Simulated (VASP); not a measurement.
# Zn (P6_3/mmc) in VASP: notebook

Runs on Zn. Level: PBEsol. Tasks: single point.

All numbers are computed with VASP 6.6.1; they aren't measurements. Logs are shortened: lines on timing, memory, paths and dates and some standing lists are left out, and cuts for length are marked.

**1. The cell of the first run**

The structure is hexagonal, space group P6_3/mmc (No. 194). Conventional cell: a = 2.606 Å, b = 2.606 Å, c = 4.797 Å, α = 90.00°, β = 90.00°, γ = 120.00°. Zn (site symmetry -6m2) has 12 Zn at 2.61 to 2.83 Å within 3.4 Å.

**2. Single point, PBEsol (uniaxial strain along c: -2.0 %)**

File INCAR:

```
PREC     = Accurate       # precision mode
ENCUT    = 520            # plane-wave cutoff, eV
EDIFF    = 1E-6           # SCF threshold, eV
ISMEAR   = 0              # smearing method
SIGMA    = 0.1            # smearing width, eV
LREAL    = F              # projectors in reciprocal space
LASPH    = T              # aspherical terms in the spheres
NELM     = 100            # most SCF steps
ALGO     = Fast           # electronic algorithm
ISIF     = 2              # what is computed and relaxed
LWAVE    = F              # write WAVECAR
LCHARG   = T              # write CHGCAR
GGA      = PS             # functional
LELF     = T              # ELF
LVHAR    = T            
NBANDS   = 19             # bands
```

File KPOINTS:

```
Automatic mesh
0
Gamma
  24 24 12
```

File POSCAR:

```
Zn
1.0
    2.6056665300      0.0000000000      0.0000000000
   -1.3028332650      2.2565734088      0.0000000000
    0.0000000000      0.0000000000      4.7968250498
Zn
2
Direct
    0.3333333329      0.6666666671      0.2500000000
    0.6666666671      0.3333333329      0.7500000000
```

Potentials or basis: VASP PAW PBE potentials, release 64 (Zn).

Started as:

```
$ cat potpaw_PBE.64/Zn/POTCAR > POTCAR
$ mpirun -np 1 vasp_std > vasp.out
```

OUTCAR:

```text
PREC = Accurate
   ENCUT = 520
   EDIFF = 1E-6
   ISMEAR = 0
   LREAL = F
   LASPH = T
   NELM = 100
   ISIF = 2
   GGA = PS

 ion  position               nearest neighbor table
   1  0.333  0.667  0.250-   2 2.83   2 2.83   2 2.83   2 2.83   2 2.83   2 2.83
   2  0.667  0.333  0.750-   1 2.83   1 2.83   1 2.83   1 2.83   1 2.83   1 2.83

  LATTYP: Found a hexagonal cell.
 ALAT       =     2.6056665300
 C/A-ratio  =     1.8409205455

  Lattice vectors:

 A1 = (   2.6056665300,   0.0000000000,   0.0000000000)
 A2 = (  -1.3028332650,   2.2565734088,   0.0000000000)
 A3 = (   0.0000000000,   0.0000000000,   4.7968250498)

Analysis of symmetry for initial positions (statically):
=====================================================================
 Subroutine PRICEL returns:
 Original cell was already a primitive cell.

 Routine SETGRP: Setting up the symmetry group for a
 hexagonal supercell.

 Subroutine GETGRP returns: Found 24 space group operations
 (whereof 12 operations were pure point group operations)
 out of a pool of 24 trial point group operations.

The static configuration has the point symmetry D_3d.
 The point group associated with its full space group is D_6h.

Analysis of symmetry for dynamics (positions and initial velocities):
=====================================================================
 Subroutine PRICEL returns:
 Original cell was already a primitive cell.

 Routine SETGRP: Setting up the symmetry group for a
 hexagonal supercell.

 Subroutine GETGRP returns: Found 24 space group operations
 (whereof 12 operations were pure point group operations)
 out of a pool of 24 trial point group operations.

The dynamic configuration has the point symmetry D_3d.
 The point group associated with its full space group is D_6h.

 Subroutine INISYM returns: Found 24 space group operations
 (whereof 12 operations are pure point group operations),
 and found     1 'primitive' translations

----------------------------------------------------------------------------------------

                                     Primitive cell

  volume of cell :      28.2047

[... 80 lines left out ...]
   ISTART =      0    job   : 0-new  1-cont  2-samecut
   ICHARG =      2    charge: 1-file 2-atom 10-const
   ISPIN  =      1    spin polarized calculation?
   LNONCOLLINEAR =      F non collinear calculations
   LSORBIT =      F    spin-orbit coupling
   LASPH  =      T    aspherical Exc in radial PAW
   ENCUT  =  520.0 eV  38.22 Ry    6.18 a.u.   4.84  4.84  8.92*2*pi/ulx,y,z
   NELM   =    100;   NELMIN=  2; NELMDL= -5     # of ELM steps
   EDIFF  = 0.1E-05   stopping-criterion for ELM
   LREAL  =      F    real-space projection
   EDIFFG = 0.1E-04   stopping-criterion for IOM
   NSW    =      0    number of steps for IOM
   IBRION =     -1    ionic relax: 0-MD 1-quasi-New 2-CG
   NFREE  =      0    steps in history (QN), initial steepest desc. (CG)
   ISIF   =      2    stress and relaxation
   ISYM   =      2    0-nonsym 1-usesym 2-fastsym
   POTIM  = 0.5000    time-step for ionic-motion
   TEBEG  =    0.0;   TEEND  =   0.0 temperature during run
   PSTRESS=    0.0 pullay stress
   NELECT =      24.0000    total number of electrons
   NUPDOWN=      -1.0000    fix difference up-down
   EMIN   =  10.00;   EMAX   =-10.00  energy-range for DOS
   EFERMI =   0.00;   METHOD = LEGACY
   ISMEAR =     0;   SIGMA  =   0.10  broadening in eV -4-tet -1-fermi 0-gaus
   EFERMI_NEDOS =   21; number of points for ismear=-14 and -15
   IALGO  =     68    algorithm
   IMIX   =      4    mixing-type and parameters
     AMIX     =   0.40;   BMIX     =  1.00
     AMIX_MAG =   1.60;   BMIX_MAG =  1.00
  volume/ion in A,a.u.               =      14.10        95.17
  Fermi-wavevector in a.u.,A,eV,Ry     =   1.551331  2.931591 32.744167  2.406628
  Thomas-Fermi vector in A             =   2.655866
   LORBIT       =      0    0 simple, 1 ext, 2 COOP (PROOUT), +10 PAW based schemes
   GGA     = PS    functional components
   LHFCALC =     F    Hartree Fock is set to
   AEXX    =    0.0000 exact exchange contribution
   IVDW    =     0    specifies the selected vdW correction
   LEPSILON=     F    determine dielectric tensor
   LRPA    =     F    only Hartree local field effects (RPA)
 non-spin polarized calculation
 RMM-DIIS sequential band-by-band and
 Gauss-broadening in eV      SIGMA  =   0.10
  energy-cutoff  :      520.00
  volume of cell :       28.20
 maximum number of plane-waves:       777
 NGX is ok and might be reduce to    20
   NGX =  9   NGY =  9   NGZ = 17

 number of electron      24.0000027 magnetization

 Free energy of the ion-electron system (eV)
  ---------------------------------------------------
  ext. energy  EPLUGINS =         0.00000000
  ---------------------------------------------------
  free energy    TOTEN  =        -3.16953369 eV

  energy without entropy =       -3.16696905  energy(sigma->0) =       -3.16825137

 E-fermi :   3.5472     XC(G=0): -12.1050

 val. band max:        3.5438409683   @ k =   0.3333   0.2917   0.0000
 cond. band min:       3.5564592376   @ k =   0.2917   0.2500   0.2500
 fundamental gap:      0.0126182693
 Fermi energy:         3.5472308562

 k-point     1 :       0.0000    0.0000    0.0000
  band No.  band energies     occupation
      1      -7.5396      2.00000
      2      -5.4404      2.00000
      3      -4.6137      2.00000
      4      -4.3610      2.00000
      5      -4.3610      2.00000
      6      -4.2999      2.00000
[... 505 lines left out ...]
      6      -4.1981      2.00000
[... 11 lines left out ...]
     18      19.0983      0.00000
     19      19.2934      0.00000

 [... further k-points ...]

------------------------ aborting loop because EDIFF is reached ----------------------------------------

  FORCE on cell =-STRESS in cart. coord.  units (eV):
  Direction    XX          YY          ZZ          XY          YZ          ZX
  --------------------------------------------------------------------------------------
  -------------------------------------------------------------------------------------
  Total        0.1874788      0.1874788      0.3477880      0.0000000      0.0000000      0.0000000
  in kB       10.6497780     10.6497780     19.7561825      0.0000000      0.0000000      0.0000000
  external PRESSURE =      13.6852461 kB  Pullay stress =       0.0000000 kB

 VOLUME and BASIS-vectors are now :
 -----------------------------------------------------------------------------
  energy-cutoff  :      520.00
  volume of cell :       28.20
      direct lattice vectors                 reciprocal lattice vectors
     2.605666530  0.000000000  0.000000000     0.383778963  0.221574888  0.000000000
    -1.302833265  2.256573409  0.000000000     0.000000000  0.443149776  0.000000000
     0.000000000  0.000000000  4.796825050     0.000000000  0.000000000  0.208471226

 POSITION                                       TOTAL-FORCE (eV/Angst)
 -----------------------------------------------------------------------------------
     -0.00000      1.50438      1.19921         0.000000     -0.000000      0.000000
      1.30283      0.75219      3.59762        -0.000000      0.000000      0.000000
 -----------------------------------------------------------------------------------
    total drift:                               -0.000000      0.000000      0.000000

  FREE ENERGIE OF THE ION-ELECTRON SYSTEM (eV)
  ---------------------------------------------------
  free  energy   TOTEN  =        -3.1695336919 eV

  energy  without entropy=       -3.1669690517  energy(sigma->0) =       -3.16825137
```

OSZICAR:

```text
N       E                     dE             d eps       ncg     rms          rms(c)
DAV:   1     0.112281860655E+03    0.11228E+03   -0.12331E+04 16906   0.204E+03
DAV:   2     0.149992734341E+01   -0.11078E+03   -0.10688E+03 16357   0.298E+02
DAV:   3    -0.348023786752E+01   -0.49802E+01   -0.49588E+01 18168   0.697E+01
DAV:   4    -0.350799643573E+01   -0.27759E-01   -0.27752E-01 17649   0.531E+00
DAV:   5    -0.350802843542E+01   -0.32000E-04   -0.32000E-04 17805   0.164E-01    0.488E+00
RMM:   6    -0.319309930620E+01    0.31493E+00   -0.11357E+00 18855   0.128E+01    0.353E+00
RMM:   7    -0.317838769258E+01    0.14712E-01   -0.36397E-02 19447   0.269E+00    0.177E+00
RMM:   8    -0.316968278937E+01    0.87049E-02   -0.64527E-03 18794   0.631E-01    0.144E-01
RMM:   9    -0.316956000033E+01    0.12279E-03   -0.18060E-03 19889   0.604E-01    0.917E-02
RMM:  10    -0.316953213488E+01    0.27865E-04   -0.14346E-04 19661   0.119E-01    0.455E-03
RMM:  11    -0.316953333903E+01   -0.12042E-05   -0.12587E-05 19099   0.348E-02    0.344E-03
RMM:  12    -0.316953369185E+01   -0.35282E-06   -0.34042E-06 15216   0.228E-02
   1 F= -.31695337E+01 E0= -.31682514E+01  d E =-.256464E-02
```

stdout:

```text
POSCAR found type information on POSCAR Zn
 POSCAR found :  1 types and       2 ions
 scaLAPACK will be used
 -----------------------------------------------------------------------------
|                                                                             |
|                                                                             |
|     You enforced a specific xc type in the INCAR file but a different       |
|     I HOPE YOU KNOW WHAT YOU ARE DOING!                                     |
|                                                                             |
 -----------------------------------------------------------------------------

 LDA part: xc-table for (Slater+PW92), standard interpolation
 POSCAR, INCAR and KPOINTS ok, starting setup
 FFT: planning ... GRIDC
 FFT: planning ... GRID_SOFT
 FFT: planning ... GRID
 WAVECAR not read
 entering main loop
WARNING in EDDRMM: call to ZHEGV failed, returncode =   8  4     18
WARNING in EDDRMM: call to ZHEGV failed, returncode =   8  4     19
WARNING in EDDRMM: call to ZHEGV failed, returncode =   8  4     16
```

It took 92 s on 1 thread of Intel Xeon 6975P-C (Granite Rapids), shared host; peak memory 0.28 GiB.

Results:

| Item | Value |
| --- | --- |
| Free energy | -3.1695 eV |
| Pressure | 1.4 GPa |
| Band gap on the k mesh | zero (band 12 reaches 4.92 eV, above the bottom of band 13 at 0.62 eV) |

Caveat: the cell differs from its parent crystal (uniaxial strain along c: -2.0 %); the PAW data sets were made with another functional, which shifts forces and pressure a little.

**3. Single point, PBEsol (uniaxial strain along c: -3.0 %, then relaxed in part)**

File INCAR:

```
SYSTEM = Zn
ALGO = Fast
EDIFF = 1E-6
ENCUT = 520
GGA = PS
ISIF = 2
ISMEAR = 0
LASPH = .True.
LCHARG = .True.
LELF = .True.
LREAL = .False.
LVHAR = .True.
LWAVE = .False.
NBANDS = 19
NELM = 100
PREC = Accurate
SIGMA = 0.1
```

File KPOINTS:

```
k-points
0
Gamma
  24 24 12
  0 0 0
```

File POSCAR:

```
Zn
1.0
    2.6146754141      0.0000000000      0.0000000000
   -1.3073377070      2.2643753312      0.0000000000
    0.0000000000      0.0000000000      4.7478778554
Zn
2
Direct
    0.3333333328      0.6666666672      0.2500000000
    0.6666666672      0.3333333328      0.7500000000
```

Potentials or basis: VASP PAW PBE potentials, release 64 (Zn).

Started as:

```
$ cat potpaw_PBE.64/Zn/POTCAR > POTCAR
$ mpirun -np 1 vasp_std > vasp.out
```

Wall time 95 s (1 thread of Intel Xeon 6975P-C (Granite Rapids), shared host); peak memory 0.28 GiB.

It converged, with:

```yaml
Free_energy: -3.1676 eV
Pressure: 1.4 GPa
Band_gap_on_the_k_mesh: zero (band 12 reaches 5.04 eV, above the bottom of band 13 at 0.82 eV)
```

Stress tensor (GPa, compression positive):
```
1.13 0.00 0.00
0.00 1.13 0.00
0.00 0.00 2.01
```

Levels at points of the mesh, in eV from the Fermi level:
```tsv
k point	band 10	band 11	band 12	band 13	band 14	band 15
(0.00, 0.00, 0.00)	-7.26	-7.26	-4.03	-2.78	15.05	17.90
(0.50, 0.00, 0.00)	-7.06	-3.26	-2.40	2.88	3.53	4.62
(0.00, 0.00, 0.50)	-7.37	-7.37	-7.37	5.21	5.21	19.35
(0.50, 0.00, 0.50)	-7.07	-2.24	-2.24	0.14	0.14	10.89
```

Caveat: the cell differs from its parent crystal (uniaxial strain along c: -3.0 %, then relaxed in part); the PAW data sets were made with another functional, which shifts forces and pressure a little.

[end of part 1 of 2]
